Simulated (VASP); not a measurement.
# SiC (P6_3mc) in VASP: further runs, part 2 of 2

VASP 6.6.1. Earlier steps stand in the parts before.

### 3 Relaxation of cell and atoms, r2SCAN, target pressure 2 GPa, at which the enthalpy is minimised

File POSCAR:

```
SiC
1.0
    3.0753356298      0.0000000000      0.0000000000
   -1.5376678149      2.6633187805      0.0000000000
    0.0000000000      0.0000000000      5.0482216486
Si C
2 2
Direct
    0.3333333333      0.6666666667      0.0045987975
    0.6666666667      0.3333333333      0.5045987975
    0.3333333333      0.6666666667      0.3804012025
    0.6666666667      0.3333333333      0.8804012025
```

File INCAR.step1:

```
SYSTEM = SiC
PREC = Accurate
ENCUT = 600
ISMEAR = 0
SIGMA = 0.01
LREAL = .False.
LASPH = .True.
NELM = 100
GGA = PE
ALGO = Normal
EDIFF = 1E-4
LWAVE = .True.
LCHARG = .False.
```

File INCAR.step2:

```
SYSTEM = SiC
PREC = Accurate
ENCUT = 600
EDIFF = 1E-7
ISMEAR = 0
SIGMA = 0.01
LREAL = .False.
LASPH = .True.
NELM = 100
ALGO = Normal
ISIF = 3
LWAVE = .False.
LCHARG = .False.
METAGGA = R2SCAN
LMIXTAU = .True.
IBRION = 2
NSW = 100
EDIFFG = -0.002
PSTRESS = 20.0
ISTART = 1
```

File KPOINTS:

```
Automatic mesh
0
Gamma
  8 8 6
  0 0 0
```

Potentials or basis: VASP PAW PBE potentials, release 64 (Si, C).

On the command line:

```
$ cat potpaw_PBE.64/Si/POTCAR potpaw_PBE.64/C/POTCAR > POTCAR
$ cp INCAR.step1 INCAR
$ mpirun -np 1 vasp_std > vasp.out
$ cp INCAR.step2 INCAR
$ mpirun -np 1 vasp_std > vasp.out
```

OUTCAR:

```text
SYSTEM = SiC
   PREC = Accurate
   ENCUT = 600
   EDIFF = 1E-7
   ISMEAR = 0
   LREAL = .False.
   LASPH = .True.
   NELM = 100
   ISIF = 3
   METAGGA = R2SCAN
   IBRION = 2
   NSW = 100
   EDIFFG = -0.002
   PSTRESS = 20.0
   ISTART = 1

 ion  position               nearest neighbor table
   1  0.333  0.667  0.005-   4 1.88   4 1.88   4 1.88   3 1.90   2 3.09   2 3.09   2 3.09   2 3.09
                             2 3.09   2 3.09
   2  0.667  0.333  0.505-   3 1.88   3 1.88   3 1.88   4 1.90   1 3.09   1 3.09   1 3.09   1 3.09
                             1 3.09   1 3.09
   3  0.333  0.667  0.380-   2 1.88   2 1.88   2 1.88   1 1.90
   4  0.667  0.333  0.880-   1 1.88   1 1.88   1 1.88   2 1.90

  LATTYP: Found a hexagonal cell.
 ALAT       =     3.0753356298
 C/A-ratio  =     1.6415189288

  Lattice vectors:

 A1 = (   3.0753356298,   0.0000000000,   0.0000000000)
 A2 = (  -1.5376678149,   2.6633187805,   0.0000000000)
 A3 = (   0.0000000000,   0.0000000000,   5.0482216486)

Analysis of symmetry for initial positions (statically):
=====================================================================
 Subroutine PRICEL returns:
 Original cell was already a primitive cell.

 Routine SETGRP: Setting up the symmetry group for a
 hexagonal supercell.

 Subroutine GETGRP returns: Found 12 space group operations
 (whereof  6 operations were pure point group operations)
 out of a pool of 24 trial point group operations.

The static configuration has the point symmetry C_3v.
 The point group associated with its full space group is C_6v.

Analysis of symmetry for dynamics (positions and initial velocities):
=====================================================================
 Subroutine PRICEL returns:
 Original cell was already a primitive cell.

 Routine SETGRP: Setting up the symmetry group for a
 hexagonal supercell.

 Subroutine GETGRP returns: Found 12 space group operations
 (whereof  6 operations were pure point group operations)
 out of a pool of 24 trial point group operations.

The dynamic configuration has the point symmetry C_3v.
 The point group associated with its full space group is C_6v.

[... 144 lines left out ...]
 number of electron      16.0000000 magnetization

 Free energy of the ion-electron system (eV)
  ---------------------------------------------------
  ext. energy  EPLUGINS =         0.00000000
  ---------------------------------------------------
  free energy    TOTEN  =       -38.64086873 eV

  energy without entropy =      -38.64086873  energy(sigma->0) =      -38.64086873

------------------------ aborting loop because EDIFF is reached ----------------------------------------

  FORCE on cell =-STRESS in cart. coord.  units (eV):
  Direction    XX          YY          ZZ          XY          YZ          ZX
  --------------------------------------------------------------------------------------
  -------------------------------------------------------------------------------------
  Total       -0.0915273     -0.0915273     -0.0904275      0.0000000      0.0000000      0.0000000
  in kB       -3.5465589     -3.5465589     -3.5039429      0.0000000      0.0000000      0.0000000
  external PRESSURE =     -23.5323536 kB  Pullay stress =      20.0000000 kB
[... 187 lines left out ...]
--------------------------------------- Ionic step        6  -------------------------------------------

 number of electron      16.0000000 magnetization

 Free energy of the ion-electron system (eV)
  ---------------------------------------------------
  ext. energy  EPLUGINS =         0.00000000
  ---------------------------------------------------
  free energy    TOTEN  =       -38.63872868 eV

  energy without entropy =      -38.63872868  energy(sigma->0) =      -38.63872868

 E-fermi :   8.3789     XC(G=0): -11.9745

 val. band max:        8.2608703395   @ k =   0.0000   0.0000   0.0000
 cond. band min:      11.1658279254   @ k =   0.3750   0.2500   0.0000
 fundamental gap:      2.9049575859
 Fermi energy:         8.3789473250

 k-point     1 :       0.0000    0.0000    0.0000
  band No.  band energies     occupation
      1      -8.1766      2.00000
      2      -4.5103      2.00000
      3      -0.7897      2.00000
      4       6.8702      2.00000
      5       6.8702      2.00000
      6       8.1474      2.00000
      7       8.2609      2.00000
      8       8.2609      2.00000
      9      13.7324      0.00000
     10      15.1528      0.00000
     11      15.5177      0.00000
     12      15.5177      0.00000
[... 331 lines left out ...]
 k-point    24 :       0.3750    0.0000    0.3333
  band No.  band energies     occupation
      1      -5.2859      2.00000
      2      -3.9559      2.00000
      3       0.3706      2.00000
      4       1.6475      2.00000
      5       4.0562      2.00000
      6       5.4088      2.00000
      7       6.3917      2.00000
      8       6.4650      2.00000
      9      11.8736      0.00000
     10      12.7394      0.00000
     11      14.6033      0.00000
     12      16.2045      0.00000

 [... further k-points ...]

------------------------ aborting loop because EDIFF is reached ----------------------------------------

  FORCE on cell =-STRESS in cart. coord.  units (eV):
  Direction    XX          YY          ZZ          XY          YZ          ZX
  --------------------------------------------------------------------------------------
  -------------------------------------------------------------------------------------
  Total        0.5122013      0.5122013      0.5131572      0.0000000      0.0000000     -0.0000000
  in kB       20.0511329     20.0511329     20.0885540      0.0000000      0.0000000     -0.0000000
  external PRESSURE =       0.0636066 kB  Pullay stress =      20.0000000 kB
[... 23 lines left out ...]
  energy  without entropy=      -38.6387286826  energy(sigma->0) =      -38.63872868

  enthalpy is  TOTEN    =       -38.1278335806 eV   P V=        0.5108951020

 reached required accuracy - stopping structural energy minimisation
```

OSZICAR.step1:

```text
N       E                     dE             d eps       ncg     rms          rms(c)
DAV:   1     0.423339539660E+02    0.42334E+02   -0.81837E+03   960   0.134E+03
DAV:   2    -0.304068553192E+02   -0.72741E+02   -0.66170E+02  1376   0.198E+02
DAV:   3    -0.337927697193E+02   -0.33859E+01   -0.33645E+01  1264   0.431E+01
DAV:   4    -0.338318543244E+02   -0.39085E-01   -0.39057E-01  1192   0.546E+00
DAV:   5    -0.338325263008E+02   -0.67198E-03   -0.67187E-03  1232   0.688E-01    0.125E+01
DAV:   6    -0.302162218757E+02    0.36163E+01   -0.10678E+01  1160   0.209E+01    0.557E+00
DAV:   7    -0.301208436231E+02    0.95378E-01   -0.92352E-01  1236   0.641E+00    0.245E+00
DAV:   8    -0.301051588553E+02    0.15685E-01   -0.48047E-02  1100   0.164E+00    0.539E-01
DAV:   9    -0.301045154686E+02    0.64339E-03   -0.62062E-03  1184   0.612E-01    0.131E-01
DAV:  10    -0.301047753783E+02   -0.25991E-03   -0.70547E-04  1140   0.192E-01    0.540E-02
DAV:  11    -0.301047861283E+02   -0.10750E-04   -0.99586E-05   720   0.832E-02
   1 F= -.30104786E+02 E0= -.30104786E+02  d E =-.259454E-34
```

Wall time 4.1 min (1 thread of Intel Xeon Platinum 8488C (Sapphire Rapids), shared host); peak memory 0.19 GiB.

What came out:

| Quantity | Value |
| --- | --- |
| Free energy | -38.6387 eV |
| Relaxed volume | 10.23 Å³/atom |
| Relaxed cell | a = 3.065 Å, b = 3.065 Å, c = 5.031 Å, α = 90.00°, β = 90.00°, γ = 120.00° |
| Space group after relaxing (to 0.05 Å) | P6_3mc (No. 186) |
| Energy change on relaxing (the enthalpy is what falls) | +0.5 meV/atom |
| Ionic steps | 6 |
| Pressure after relaxing | 2.0 GPa |
| Band gap on the k mesh | 2.90 eV, indirect (least direct gap 4.51 eV) |

The path:
| step | energy change (eV) | largest force (eV/Å) | pressure (GPa) | volume (Å³) |
| --- | --- | --- | --- | --- |
| 1 | 0.0000 | 0.0010 | -0.35 | 41.35 |
| 2 | 0.0124 | 0.0047 | 4.85 | 40.45 |
| 3 | 0.0021 | 0.0017 | 2.00 | 40.93 |
| 4 | 0.0022 | 0.0017 | 2.04 | 40.92 |
| 5 | 0.0021 | 0.0030 | 1.97 | 40.93 |
| 6 | 0.0021 | 0.0006 | 2.01 | 40.93 |

Final structure:
```
Si C
1.0
     3.06497    0.00000    0.00000
    -1.53248    2.65434    0.00000
     0.00000    0.00000    5.03072
Si C
2 2
Direct
  0.33333 0.66667 0.00460
  0.66667 0.33333 0.50460
  0.33333 0.66667 0.38040
  0.66667 0.33333 0.88040
```

Levels at points of the mesh, in eV from the valence-band top:
```csv
k point,band 5,band 6,band 7,band 8,band 9,band 10,band 11,band 12
"(0.00, 0.00, 0.00)",-1.39,-0.11,0.00,0.00,5.47,6.89,7.26,7.26
"(0.50, 0.00, 0.00)",-5.66,-3.50,-3.39,-1.26,3.25,4.68,7.55,7.69
"(0.00, 0.00, 0.50)",-0.75,-0.75,-0.75,-0.75,6.59,6.59,7.95,7.95
"(0.50, 0.00, 0.50)",-2.57,-2.57,-2.45,-2.45,3.75,3.75,5.84,5.84
```

Caveat: the cell is relaxed towards a set pressure, so the enthalpy falls and the energy may rise; the PAW data sets were made with another functional, which shifts forces and pressure a little.

### 4 Relaxation of cell and atoms, r2SCAN, target pressure 4 GPa, at which the enthalpy is minimised

POSCAR is that of step 3.

File INCAR.step1:

```
SYSTEM = SiC
PREC     = Accurate       ! precision mode
ENCUT    = 600            ! plane-wave cutoff, eV
ISMEAR   = 0              ! smearing method
SIGMA    = 0.01           ! smearing width, eV
LREAL    = .FALSE.        ! projectors in reciprocal space
LASPH    = .TRUE.         ! aspherical terms in the spheres
NELM     = 80             ! most SCF steps
GGA      = PE             ! functional
ALGO     = Normal         ! electronic algorithm
EDIFF    = 1E-4           ! SCF threshold, eV
LWAVE    = .TRUE.         ! write WAVECAR
LCHARG   = .FALSE.        ! write CHGCAR
```

File INCAR.step2:

```
SYSTEM = SiC
PREC     = Accurate       ! precision mode
ENCUT    = 600            ! plane-wave cutoff, eV
EDIFF    = 1E-7           ! SCF threshold, eV
ISMEAR   = 0              ! smearing method
SIGMA    = 0.01           ! smearing width, eV
LREAL    = .FALSE.        ! projectors in reciprocal space
LASPH    = .TRUE.         ! aspherical terms in the spheres
NELM     = 80             ! most SCF steps
ALGO     = Normal         ! electronic algorithm
ISIF     = 3              ! what is computed and relaxed
LWAVE    = .FALSE.        ! write WAVECAR
LCHARG   = .FALSE.        ! write CHGCAR
METAGGA  = R2SCAN         ! meta-GGA
LMIXTAU  = .TRUE.       
IBRION   = 2              ! ionic algorithm
NSW      = 100            ! ionic steps
EDIFFG   = -0.002         ! ionic threshold
PSTRESS  = 40.0         
ISTART   = 1
```

File KPOINTS:

```
regular mesh
0
G
  8 8 6
  0 0 0
```

On the command line:

```
$ cat potpaw_PBE.64/Si/POTCAR potpaw_PBE.64/C/POTCAR > POTCAR
$ cp INCAR.step1 INCAR
$ mpirun -np 1 vasp_std > vasp.out
$ cp INCAR.step2 INCAR
$ mpirun -np 1 vasp_std > vasp.out
```

Wall time 4.6 min (1 thread of Intel Xeon Platinum 8488C (Sapphire Rapids), shared host); peak memory 0.19 GiB.

Results (log left out):

- Free energy: -38.6324 eV
- Relaxed volume: 10.15 Å³/atom
- Relaxed cell: a = 3.057 Å, b = 3.057 Å, c = 5.017 Å, α = 90.00°, β = 90.00°, γ = 120.00°
- Space group after relaxing (to 0.05 Å): P6_3mc (No. 186)
- Energy change on relaxing (the enthalpy is what falls): +2.1 meV/atom
- Ionic steps: 6
- Pressure after relaxing: 4.0 GPa
- Band gap on the k mesh: 2.90 eV, indirect (least direct gap 4.53 eV)

Step by step:
| step | energy change (eV) | largest force (eV/Å) | pressure (GPa) | volume (Å³) |
| --- | --- | --- | --- | --- |
| 1 | 0.0000 | 0.0010 | -0.35 | 41.35 |
| 2 | 0.0465 | 0.0079 | 9.67 | 39.69 |
| 3 | 0.0084 | 0.0030 | 3.98 | 40.59 |
| 4 | 0.0088 | 0.0031 | 4.08 | 40.58 |
| 5 | 0.0082 | 0.0057 | 3.92 | 40.60 |
| 6 | 0.0085 | 0.0010 | 4.00 | 40.59 |

Final structure:
```cif
data_structure
_symmetry_space_group_name_H-M 'P 1'
_symmetry_Int_Tables_number 1
_cell_length_a 3.0565
_cell_length_b 3.0565
_cell_length_c 5.0165
_cell_angle_alpha 90.000
_cell_angle_beta 90.000
_cell_angle_gamma 120.000
_cell_volume 40.59
loop_
_atom_site_label
_atom_site_type_symbol
_atom_site_fract_x
_atom_site_fract_y
_atom_site_fract_z
_atom_site_occupancy
Si1 Si 0.33333 0.66667 0.00461 1
Si2 Si 0.66667 0.33333 0.50461 1
C1 C 0.33333 0.66667 0.38039 1
C2 C 0.66667 0.33333 0.88039 1
```

Levels at points of the mesh, in eV from the valence-band top:
```csv
k point,band 6,band 7,band 8,band 9,band 10,band 11
"(0.00, 0.00, 0.00)",-0.11,0.00,0.00,5.55,6.99,7.31
"(0.50, 0.00, 0.00)",-3.52,-3.41,-1.26,3.27,4.69,7.62
"(0.00, 0.00, 0.50)",-0.75,-0.75,-0.75,6.67,6.67,8.00
"(0.50, 0.00, 0.50)",-2.59,-2.46,-2.46,3.77,3.77,5.88
```

Caveat: the cell is relaxed towards a set pressure, so the enthalpy falls and the energy may rise; the PAW data sets were made with another functional, which shifts forces and pressure a little.

### 5 Relaxation of cell and atoms, r2SCAN, target pressure 7 GPa, at which the enthalpy is minimised

POSCAR is that of step 4.

File INCAR.step1:

```
SYSTEM = SiC
PREC = Accurate
ENCUT = 600
ISMEAR = 0
SIGMA = 0.01
LREAL = .False.
LASPH = .True.
NELM = 80
GGA = PE
ALGO = Normal
EDIFF = 1E-4
LWAVE = .True.
LCHARG = .False.
```

File INCAR.step2:

```
SYSTEM = SiC
PREC = Accurate
ENCUT = 600
EDIFF = 1E-6
ISMEAR = 0
SIGMA = 0.01
LREAL = .False.
LASPH = .True.
NELM = 80
ALGO = Normal
ISIF = 3
LWAVE = .False.
LCHARG = .False.
METAGGA = R2SCAN
LMIXTAU = .True.
IBRION = 2
NSW = 100
EDIFFG = -0.002
PSTRESS = 70.0
ISTART = 1
```

File KPOINTS:

```
Automatic mesh
0
Gamma
  8 8 6
  0 0 0
```

On the command line:

```
$ cat potpaw_PBE.64/Si/POTCAR potpaw_PBE.64/C/POTCAR > POTCAR
$ cp INCAR.step1 INCAR
$ mpirun -np 1 vasp_std > vasp.out
$ cp INCAR.step2 INCAR
$ mpirun -np 1 vasp_std > vasp.out
```

Run time: 3.5 min. Hardware: 1 thread of Intel Xeon Platinum 8488C (Sapphire Rapids), shared host; peak memory 0.18 GiB.

The run converged. Its results:

- Free energy: -38.6159 eV
- Relaxed volume: 10.03 Å³/atom
- Relaxed cell: a = 3.044 Å, b = 3.044 Å, c = 4.996 Å, α = 90.00°, β = 90.00°, γ = 120.00°
- Space group after relaxing (to 0.05 Å): P6_3mc (No. 186)
- Energy change on relaxing (the enthalpy is what falls): +6.3 meV/atom
- Ionic steps: 7
- Pressure after relaxing: 7.0 GPa
- Band gap on the k mesh: 2.88 eV, indirect (least direct gap 4.56 eV)

Step by step:
| step | energy change (eV) | largest force (eV/Å) | pressure (GPa) | volume (Å³) |
| --- | --- | --- | --- | --- |
| 1 | 0.0000 | 0.0010 | -0.36 | 41.35 |
| 2 | 0.1410 | 0.0126 | 17.63 | 38.57 |
| 3 | 0.0247 | 0.0049 | 6.93 | 40.11 |
| 4 | 0.0258 | 0.0051 | 7.08 | 40.09 |
| 5 | 0.0247 | 0.0093 | 6.94 | 40.11 |
| 6 | 0.0253 | 0.0027 | 7.02 | 40.10 |
| 7 | 0.0250 | 0.0009 | 6.99 | 40.10 |

Final structure:
```xyz
4
Lattice="3.0445 0.0000 0.0000 -1.5222 2.6366 0.0000 0.0000 0.0000 4.9960" Properties=species:S:1:pos:R:3 pbc="T T T"
Si    0.0000    1.7577    0.0230
Si    1.5222    0.8789    2.5210
C     0.0000    1.7577    1.9005
C     1.5222    0.8789    4.3985
```

Levels at points of the mesh, in eV from the valence-band top:
```csv
k point,band 6,band 7,band 8,band 9,band 10,band 11
"(0.00, 0.00, 0.00)",-0.11,0.00,0.00,5.66,7.12,7.39
"(0.50, 0.00, 0.00)",-3.54,-3.45,-1.26,3.29,4.71,7.72
"(0.00, 0.00, 0.50)",-0.76,-0.76,-0.76,6.78,6.78,8.07
"(0.50, 0.00, 0.50)",-2.60,-2.47,-2.47,3.80,3.80,5.94
```

Caveat: the cell is relaxed towards a set pressure, so the enthalpy falls and the energy may rise; the PAW data sets were made with another functional, which shifts forces and pressure a little. r2SCAN opens gaps a little over a GGA but as a rule still falls short of measured ones.

### 6 Overview

```csv
cell,gap on the mesh (eV),pressure (GPa)
relaxed to 1 GPa,2.91,1.0
relaxed to 2 GPa,2.90,2.0
relaxed to 4 GPa,2.90,4.0
relaxed to 7 GPa,2.88,7.0
```

Alike in all rows: task relaxation of cell and atoms; level r2SCAN; potentials or basis VASP PAW PBE potentials, release 64 (Si, C); no spin polarisation; k mesh 8 × 8 × 6; cutoff (eV) 600; smearing gaussian 0.01 eV.

Caveats: the cell is relaxed towards a set pressure, so the enthalpy falls and the energy may rise; the PAW data sets were made with another functional, which shifts forces and pressure a little.

Total energies depend on the potentials used, so only differences within one code and one set of settings carry meaning.
